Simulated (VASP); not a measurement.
# BN (zincblende type) (F-43m) in VASP: notebook

The runs below take BN (zincblende type) through single point, with PBE.

Everything below comes from runs of VASP 6.6.1. Logs are shortened: lines on timing, memory, paths and dates and some standing lists are left out, and cuts for length are marked.

**1. The cell of the first run**

Symmetry: F-43m, No. 216, cubic system. Conventional cell: a = 3.551 Å, b = 3.551 Å, c = 3.551 Å, α = 90.00°, β = 90.00°, γ = 90.00°. B (site symmetry -43m) has 4 N at 1.54 Å within 2.0 Å. N (site symmetry -43m) has 4 B at 1.54 Å within 2.0 Å.

**2. Single point, PBE (volume scaled by 0.94)**

Contents of INCAR:

```
SYSTEM = BN
  PREC = Accurate
  ENCUT = 520
  EDIFF = 1E-6
  ISMEAR = -1
  SIGMA = 0.05
  LREAL = .False.
  LASPH = .True.
  NELM = 80
  ALGO = Normal
  ISIF = 2
  LWAVE = .False.
  LCHARG = .False.
  GGA = PE
  NBANDS = 11
```

Contents of KPOINTS:

```
regular mesh
0
Gamma
  15 15 15
  0 0 0
```

Contents of POSCAR:

```
BN
1.0
    0.0000000000      1.7753547638      1.7753547638
    1.7753547638      0.0000000000      1.7753547638
    1.7753547638      1.7753547638      0.0000000000
B N
1 1
Direct
    0.0000000000      0.0000000000      0.0000000000
    0.2500000000      0.2500000000      0.2500000000
```

Potentials or basis: VASP PAW PBE potentials, release 64 (B, N).

Started as:

```bash
> cat potpaw_PBE.64/B/POTCAR potpaw_PBE.64/N/POTCAR > POTCAR
> mpirun -np 1 vasp_std > vasp.out
```

OUTCAR:

```text
SYSTEM = BN
   PREC = Accurate
   ENCUT = 520
   EDIFF = 1E-6
   ISMEAR = -1
   LREAL = .False.
   LASPH = .True.
   NELM = 80
   ISIF = 2
   GGA = PE

 ion  position               nearest neighbor table
   1  0.000  0.000  0.000-   2 1.54   2 1.54   2 1.54   2 1.54
   2  0.250  0.250  0.250-   1 1.54   1 1.54   1 1.54   1 1.54

  LATTYP: Found a face centered cubic cell.
 ALAT       =     3.5507095276

  Lattice vectors:

 A1 = (   0.0000000000,   1.7753547638,   1.7753547638)
 A2 = (   1.7753547638,   0.0000000000,   1.7753547638)
 A3 = (   1.7753547638,   1.7753547638,   0.0000000000)

Analysis of symmetry for initial positions (statically):
=====================================================================
 Subroutine PRICEL returns:
 Original cell was already a primitive cell.

 Routine SETGRP: Setting up the symmetry group for a
 face centered cubic supercell.

 Subroutine GETGRP returns: Found 24 space group operations
 (whereof 24 operations were pure point group operations)
 out of a pool of 48 trial point group operations.

The static configuration has the point symmetry T_d .

Analysis of symmetry for dynamics (positions and initial velocities):
=====================================================================
 Subroutine PRICEL returns:
 Original cell was already a primitive cell.

 Routine SETGRP: Setting up the symmetry group for a
 face centered cubic supercell.

 Subroutine GETGRP returns: Found 24 space group operations
 (whereof 24 operations were pure point group operations)
 out of a pool of 48 trial point group operations.

The dynamic configuration has the point symmetry T_d .

 Subroutine INISYM returns: Found 24 space group operations
 (whereof 24 operations are pure point group operations),
 and found     1 'primitive' translations

----------------------------------------------------------------------------------------

                                     Primitive cell

  volume of cell :      11.1914

  direct lattice vectors                    reciprocal lattice vectors
     0.000000000  1.775354764  1.775354764    -0.281633852  0.281633852  0.281633852
     1.775354764  0.000000000  1.775354764     0.281633852 -0.281633852  0.281633852
     1.775354764  1.775354764  0.000000000     0.281633852  0.281633852 -0.281633852

  length of vectors
     2.510730785  2.510730785  2.510730785     0.487804140  0.487804140  0.487804140

  position of ions in fractional coordinates (direct lattice)
     0.000000000  0.000000000  0.000000000
     0.250000000  0.250000000  0.250000000

  ion indices of the primitive-cell ions
   primitive index   ion index
                 1           1
                 2           2

----------------------------------------------------------------------------------------

 KPOINTS: regular mesh

Automatic generation of k-mesh.
 Grid dimensions read from file:
 generate k-points for:   15   15   15

 Generating k-lattice:

  Cartesian coordinates                     Fractional coordinates (reciprocal lattice)
    -0.018775590  0.018775590  0.018775590     0.066666667  0.000000000  0.000000000
     0.018775590 -0.018775590  0.018775590     0.000000000  0.066666667  0.000000000
     0.018775590  0.018775590 -0.018775590     0.000000000  0.000000000  0.066666667

  Length of vectors
     0.032520276  0.032520276  0.032520276

  Shift w.r.t. Gamma in fractional coordinates (k-lattice)
     0.000000000  0.000000000  0.000000000

 Subroutine IBZKPT returns following result:
 ===========================================

 Found    120 irreducible k-points:

 Following reciprocal coordinates:
            Coordinates               Weight
  0.000000  0.000000  0.000000      1.000000
  0.066667  0.000000  0.000000      8.000000
  0.133333  0.000000  0.000000      8.000000
  0.200000  0.000000  0.000000      8.000000
  0.266667  0.000000  0.000000      8.000000
  0.333333  0.000000  0.000000      8.000000
[... 16 lines left out ...]
  0.133333  0.133333  0.000000      6.000000
  0.200000  0.133333  0.000000     24.000000
 [... further k-points ...]
   k-points           NKPTS =    120   k-points in BZ     NKDIM =    120   number of bands    NBANDS=     11
   number of dos      NEDOS =    301   number of ions     NIONS =      2
   total plane-waves  NPLWV =   8000
   dimension x,y,z NGX =    20 NGY =   20 NGZ =   20
   dimension x,y,z NGXF=    40 NGYF=   40 NGZF=   40
   ions per type =               1   1
   NGX,Y,Z   is equivalent  to a cutoff of  13.24, 13.24, 13.24 a.u.
   NGXF,Y,Z  is equivalent  to a cutoff of  26.49, 26.49, 26.49 a.u.
 SYSTEM =  BN
   PREC   = accura    normal or accurate (medium, high low for compatibility)
   ISTART =      0    job   : 0-new  1-cont  2-samecut
   ICHARG =      2    charge: 1-file 2-atom 10-const
   ISPIN  =      1    spin polarized calculation?
   LNONCOLLINEAR =      F non collinear calculations
   LSORBIT =      F    spin-orbit coupling
   LASPH  =      T    aspherical Exc in radial PAW
   ENCUT  =  520.0 eV  38.22 Ry    6.18 a.u.   4.67  4.67  4.67*2*pi/ulx,y,z
   NELM   =     80;   NELMIN=  2; NELMDL= -5     # of ELM steps
   EDIFF  = 0.1E-05   stopping-criterion for ELM
   LREAL  =      F    real-space projection
   EDIFFG = 0.1E-04   stopping-criterion for IOM
   NSW    =      0    number of steps for IOM
   IBRION =     -1    ionic relax: 0-MD 1-quasi-New 2-CG
   NFREE  =      0    steps in history (QN), initial steepest desc. (CG)
   ISIF   =      2    stress and relaxation
   ISYM   =      2    0-nonsym 1-usesym 2-fastsym
   POTIM  = 0.5000    time-step for ionic-motion
   TEBEG  =    0.0;   TEEND  =   0.0 temperature during run
   PSTRESS=    0.0 pullay stress
   NELECT =       8.0000    total number of electrons
   NUPDOWN=      -1.0000    fix difference up-down
   EMIN   =  10.00;   EMAX   =-10.00  energy-range for DOS
   EFERMI =   0.00;   METHOD = LEGACY
   ISMEAR =    -1;   SIGMA  =   0.05  broadening in eV -4-tet -1-fermi 0-gaus
   EFERMI_NEDOS =   21; number of points for ismear=-14 and -15
   IALGO  =     38    algorithm
   IMIX   =      4    mixing-type and parameters
     AMIX     =   0.40;   BMIX     =  1.00
     AMIX_MAG =   1.60;   BMIX_MAG =  1.00
  volume/ion in A,a.u.               =       5.60        37.76
  Fermi-wavevector in a.u.,A,eV,Ry     =   1.463782  2.766147 29.152621  2.142657
  Thomas-Fermi vector in A             =   2.579836
   LORBIT       =      0    0 simple, 1 ext, 2 COOP (PROOUT), +10 PAW based schemes
   GGA     = PE    functional components
   LHFCALC =     F    Hartree Fock is set to
   AEXX    =    0.0000 exact exchange contribution
   IVDW    =     0    specifies the selected vdW correction
   LEPSILON=     F    determine dielectric tensor
   LRPA    =     F    only Hartree local field effects (RPA)
 non-spin polarized calculation
  energy-cutoff  :      520.00
  volume of cell :       11.19
 maximum number of plane-waves:       311
   NGX =  9   NGY =  9   NGZ =  9

 number of electron       7.9999998 magnetization

 Free energy of the ion-electron system (eV)
  ---------------------------------------------------
  ext. energy  EPLUGINS =         0.00000000
  ---------------------------------------------------
  free energy    TOTEN  =       -17.39360599 eV

  energy without entropy =      -17.39360599  energy(sigma->0) =      -17.39360599

 E-fermi :   9.1050     XC(G=0): -13.0899

 val. band max:        8.0806600143   @ k =   0.0000   0.0000   0.0000
 cond. band min:      12.6545873205   @ k =   0.4667   0.4667   0.0000
 fundamental gap:      4.5739273061
 Fermi energy:         9.1050147121

 k-point     1 :       0.0000    0.0000    0.0000
  band No.  band energies     occupation
      1     -12.7754      2.00000
      2       8.0807      2.00000
      3       8.0807      2.00000
      4       8.0807      2.00000
      5      17.1578      0.00000
      6      17.1578      0.00000
      7      17.1578      0.00000
      8      19.3202      0.00000
      9      33.8602      0.00000
     10      36.5144      0.00000
     11      36.5144      0.00000

 k-point     2 :       0.0667    0.0000    0.0000
  band No.  band energies     occupation
      1     -12.6624      2.00000
      2       7.4567      2.00000
      3       7.9553      2.00000
      4       7.9553      2.00000
      5      17.3484      0.00000
      6      17.3484      0.00000
      7      17.3536      0.00000
      8      19.6600      0.00000
      9      33.6359      0.00000
     10      34.6537      0.00000
     11      34.6537      0.00000

 k-point     3 :       0.1333    0.0000    0.0000
  band No.  band energies     occupation
      1     -12.3257      2.00000
      2       5.9090      2.00000
      3       7.6290      2.00000
      4       7.6290      2.00000
      5      17.7125      0.00000
      6      17.8325      0.00000
      7      17.8325      0.00000
      8      20.5609      0.00000
      9      33.0905      0.00000
     10      33.1053      0.00000
     11      33.1053      0.00000

 k-point     4 :       0.2000    0.0000    0.0000
  band No.  band energies     occupation
      1     -11.7733      2.00000
      2       3.9405      2.00000
      3       7.2077      2.00000
      4       7.2077      2.00000
      5      18.0554      0.00000
      6      18.4011      0.00000
      7      18.4011      0.00000
      8      21.6479      0.00000
      9      32.2749      0.00000
     10      32.2749      0.00000
     11      32.5196      0.00000
[... 239 lines left out ...]
 k-point    22 :      -0.0667    0.0667    0.0000
  band No.  band energies     occupation
      1     -12.4749      2.00000
      2       6.7776      2.00000
      3       7.3190      2.00000
      4       7.9660      2.00000
      5      17.4088      0.00000
      6      17.4925      0.00000
      7      17.9947      0.00000
      8      20.1552      0.00000
      9      32.7273      0.00000
     10      32.7519      0.00000
     11      35.3161      0.00000

 k-point    23 :       0.1333    0.1333    0.0000
  band No.  band energies     occupation
      1     -12.1764      2.00000
      2       6.6689      2.00000
      3       6.7664      2.00000
      4       6.7664      2.00000
      5      16.4205      0.00000
      6      18.9804      0.00000
      7      18.9804      0.00000
      8      20.5228      0.00000
      9      29.0033      0.00000
     10      35.1630      0.00000
     11      37.3543      0.00000

 k-point    24 :       0.2000    0.1333    0.0000
  band No.  band energies     occupation
      1     -11.7711      2.00000
      2       5.1639      2.00000
      3       6.2442      2.00000
      4       6.6949      2.00000
      5      16.3575      0.00000
      6      19.6206      0.00000
      7      19.7583      0.00000
      8      21.0053      0.00000
      9      28.0262      0.00000
     10      35.3621      0.00000
     11      36.5066      0.00000

 [... further k-points ...]
[... 5 lines left out ...]
  --------------------------------------------------------------------------------------
  -------------------------------------------------------------------------------------
  Total        1.8293905      1.8293905      1.8293905     -0.0000000      0.0000000      0.0000000
  in kB      261.8976216    261.8976216    261.8976216     -0.0000000      0.0000000      0.0000000
  external PRESSURE =     261.8976216 kB  Pullay stress =       0.0000000 kB

 VOLUME and BASIS-vectors are now :
 -----------------------------------------------------------------------------
  energy-cutoff  :      520.00
  volume of cell :       11.19
      direct lattice vectors                 reciprocal lattice vectors
     0.000000000  1.775354764  1.775354764    -0.281633852  0.281633852  0.281633852
     1.775354764  0.000000000  1.775354764     0.281633852 -0.281633852  0.281633852
     1.775354764  1.775354764  0.000000000     0.281633852  0.281633852 -0.281633852

 POSITION                                       TOTAL-FORCE (eV/Angst)
 -----------------------------------------------------------------------------------
      0.00000      0.00000      0.00000         0.000000      0.000000      0.000000
      0.88768      0.88768      0.88768        -0.000000     -0.000000     -0.000000
 -----------------------------------------------------------------------------------
    total drift:                                0.000000      0.000000      0.000000

  FREE ENERGIE OF THE ION-ELECTRON SYSTEM (eV)
  ---------------------------------------------------
  free  energy   TOTEN  =       -17.3936059943 eV

  energy  without entropy=      -17.3936059943  energy(sigma->0) =      -17.39360599
```

Run time: 18 s. Hardware: 1 thread of AMD EPYC 7R13, shared host; peak memory 0.1 GiB.

What came out:

| Item | Value |
| --- | --- |
| Free energy | -17.3936 eV |
| Pressure | 26.2 GPa |
| Band gap on the k mesh | 4.57 eV, indirect (least direct gap 9.08 eV) |

Caveat: the cell differs from its parent crystal (volume scaled by 0.94).

**3. Single point, PBE**

This run uses another cell than the first one, of 5.95 Å³/atom, 1.064 times its volume.

Contents of INCAR:

```
SYSTEM = BN
PREC = Accurate ; ENCUT = 520
EDIFF = 1E-6 ; ISMEAR = -1
SIGMA = 0.05 ; LREAL = .False.
LASPH = .True. ; NELM = 80
ALGO = Normal ; ISIF = 2
LWAVE = .False. ; LCHARG = .True.
GGA = PE ; LELF = .True.
LVHAR = .True. ; NBANDS = 11
```

Contents of KPOINTS:

```
Automatic mesh
0
Gamma
  15 15 15
  0 0 0
```

Contents of POSCAR:

```
BN
1.0
    0.0000000000      1.8123519188      1.8123519188
    1.8123519188      0.0000000000      1.8123519188
    1.8123519188      1.8123519188      0.0000000000
B N
1 1
Direct
    0.0000000000      0.0000000000      0.0000000000
    0.2500000000      0.2500000000      0.2500000000
```

Potentials or basis: VASP PAW PBE potentials, release 64 (B, N).

Started as:

```bash
> cat potpaw_PBE.64/B/POTCAR potpaw_PBE.64/N/POTCAR > POTCAR
> mpirun -np 1 vasp_std > vasp.out
```

Wall time 21 s (1 thread of AMD EPYC 7R13, shared host); peak memory 0.1 GiB.

It converged, with:

```yaml
Free_energy: -17.4510 eV
Pressure: 0.2 GPa
Band_gap_on_the_k_mesh: 4.51 eV, indirect (least direct gap 8.78 eV)
```

Levels at points of the mesh, in eV from the valence-band top:
| k point | band 1 | band 2 | band 3 | band 4 | band 5 | band 6 | band 7 | band 8 |
| --- | --- | --- | --- | --- | --- | --- | --- | --- |
| (0.00, 0.00, 0.00) | -20.14 | 0.00 | 0.00 | 0.00 | 8.78 | 8.78 | 8.78 | 10.22 |

**4. Single point, PBE**

This run uses another cell than the first one, of 5.95 Å³/atom, 1.064 times its volume.

Contents of INCAR:

```
PREC = Accurate
ENCUT = 520
EDIFF = 1E-7
ISMEAR = -1
SIGMA = 0.05
LREAL = F
LASPH = T
NELM = 80
ALGO = Normal
ISIF = 2
LWAVE = F
LCHARG = T
GGA = PE
LELF = T
LVHAR = T
NBANDS = 11
```

Contents of KPOINTS:

```
Automatic mesh
0
Gamma
  15 15 15
```

POSCAR is that of step 3.

Started as:

```bash
> cat potpaw_PBE.64/B/POTCAR potpaw_PBE.64/N/POTCAR > POTCAR
> mpirun -np 1 vasp_std > vasp.out
```

It took 22 s on 1 thread of AMD EPYC 7R13, shared host; peak memory 0.1 GiB.

The run converged. Its results:

```
Free energy            : -17.4510 eV
Pressure               : 0.2 GPa
Band gap on the k mesh : 4.51 eV, indirect (least direct gap 8.78 eV)
```

Levels at points of the mesh, in eV from the valence-band top:
```tsv
k point	band 1	band 2	band 3	band 4	band 5	band 6	band 7	band 8
(0.00, 0.00, 0.00)	-20.14	0.00	0.00	0.00	8.78	8.78	8.78	10.22
```

A k mesh can miss the band edges. A hybrid or GW would open this gap; PBE tends to underestimate it.

**5. Single point, PBE (volume scaled by 0.55)**

Contents of INCAR:

```
PREC = Accurate ; ENCUT = 600
EDIFF = 1E-6 ; ISMEAR = -1
SIGMA = 0.05 ; LREAL = False
LASPH = True ; NELM = 120
ALGO = Normal ; ISIF = 2
LWAVE = False ; LCHARG = False
GGA = PE ; NBANDS = 11
GGA_COMPAT = False
```

KPOINTS is that of step 4.

Contents of POSCAR:

```
BN
1.0
    0.0000000000      1.4848984769      1.4848984769
    1.4848984769      0.0000000000      1.4848984769
    1.4848984769      1.4848984769      0.0000000000
B N
1 1
Direct
    0.0000000000      0.0000000000      0.0000000000
    0.2500000000      0.2500000000      0.2500000000
```

Potentials or basis: VASP PAW PBE potentials, release 64 (B, N).

Started as:

```bash
> cat potpaw_PBE.64/B/POTCAR potpaw_PBE.64/N/POTCAR > POTCAR
> mpirun -np 1 vasp_std > vasp.out
```

OUTCAR:

```text
PREC = Accurate
   ENCUT = 600
   EDIFF = 1E-6
   ISMEAR = -1
   LREAL = False
   LASPH = True
   NELM = 120
   ISIF = 2
   GGA = PE

 ion  position               nearest neighbor table
   1  0.000  0.000  0.000-   2 1.29   2 1.29   2 1.29   2 1.29
   2  0.250  0.250  0.250-   1 1.29   1 1.29   1 1.29   1 1.29

  LATTYP: Found a face centered cubic cell.
 ALAT       =     2.9697969538

  Lattice vectors:

 A1 = (   0.0000000000,   1.4848984769,   1.4848984769)
 A2 = (   1.4848984769,   0.0000000000,   1.4848984769)
 A3 = (   1.4848984769,   1.4848984769,   0.0000000000)
[... 512 lines left out ...]
      7      32.9794      0.00000
      8      36.4604      0.00000
      9      43.6024      0.00000
     10      52.7474      0.00000
     11      54.1638      0.00000

 [... further k-points ...]
[... 5 lines left out ...]
  --------------------------------------------------------------------------------------
  -------------------------------------------------------------------------------------
  Total       26.4468570     26.4468570     26.4468570      0.0000000     -0.0000000      0.0000000
  in kB     6470.8952303   6470.8952303   6470.8952303      0.0000000     -0.0000000      0.0000000
  external PRESSURE =    6470.8952303 kB  Pullay stress =       0.0000000 kB

 VOLUME and BASIS-vectors are now :
 -----------------------------------------------------------------------------
  energy-cutoff  :      600.00
  volume of cell :        6.55
      direct lattice vectors                 reciprocal lattice vectors
     0.000000000  1.484898477  1.484898477    -0.336723357  0.336723357  0.336723357
     1.484898477  0.000000000  1.484898477     0.336723357 -0.336723357  0.336723357
     1.484898477  1.484898477  0.000000000     0.336723357  0.336723357 -0.336723357

 POSITION                                       TOTAL-FORCE (eV/Angst)
 -----------------------------------------------------------------------------------
      0.00000      0.00000      0.00000         0.000000      0.000000      0.000000
      0.74245      0.74245      0.74245        -0.000000     -0.000000     -0.000000
 -----------------------------------------------------------------------------------
    total drift:                               -0.000000     -0.000000     -0.000000

  FREE ENERGIE OF THE ION-ELECTRON SYSTEM (eV)
  ---------------------------------------------------
  free  energy   TOTEN  =       -10.5926795423 eV

  energy  without entropy=      -10.5926795423  energy(sigma->0) =      -10.59267954
```

OSZICAR:

```text
N       E                     dE             d eps       ncg     rms          rms(c)
DAV:   1     0.265607538464E+02    0.26561E+02   -0.62038E+03  2801   0.867E+02
DAV:   2    -0.126372225498E+02   -0.39198E+02   -0.38322E+02  3049   0.233E+02
DAV:   3    -0.131072649087E+02   -0.47004E+00   -0.46957E+00  3165   0.202E+01
DAV:   4    -0.131075528412E+02   -0.28793E-03   -0.28793E-03  2880   0.588E-01
DAV:   5    -0.131075529723E+02   -0.13108E-06   -0.13232E-06  3135   0.125E-02    0.116E+01
DAV:   6    -0.110298189422E+02    0.20777E+01   -0.28372E+00  2946   0.134E+01    0.626E+00
DAV:   7    -0.106142220683E+02    0.41560E+00   -0.76326E-01  3087   0.745E+00    0.295E+00
DAV:   8    -0.105923610638E+02    0.21861E-01   -0.51959E-02  3150   0.201E+00    0.556E-01
DAV:   9    -0.105926348695E+02   -0.27381E-03   -0.73891E-04  2844   0.315E-01    0.151E-01
DAV:  10    -0.105926774959E+02   -0.42626E-04   -0.65043E-05  3033   0.726E-02    0.217E-02
DAV:  11    -0.105926793839E+02   -0.18879E-05   -0.20388E-06  3009   0.146E-02    0.119E-02
DAV:  12    -0.105926795423E+02   -0.15847E-06   -0.18804E-07  1572   0.454E-03
   1 F= -.10592680E+02 E0= -.10592680E+02  d E =-.515087E-12
```

stdout:

```text
POSCAR found type information on POSCAR B N
 POSCAR found :  2 types and       2 ions
 scaLAPACK will be used
 LDA part: xc-table for (Slater+PW92), standard interpolation
 POSCAR, INCAR and KPOINTS ok, starting setup
 FFT: planning ... GRIDC
 FFT: planning ... GRID_SOFT
 FFT: planning ... GRID
 WAVECAR not read
 entering main loop
```

Run time: 7.3 s. Hardware: 1 thread of Intel Xeon Platinum 8488C (Sapphire Rapids), shared host; peak memory 0.11 GiB.

The run converged, but its numbers aren't listed here, since they failed a check.

Caveat: the cell differs from its parent crystal (volume scaled by 0.55).
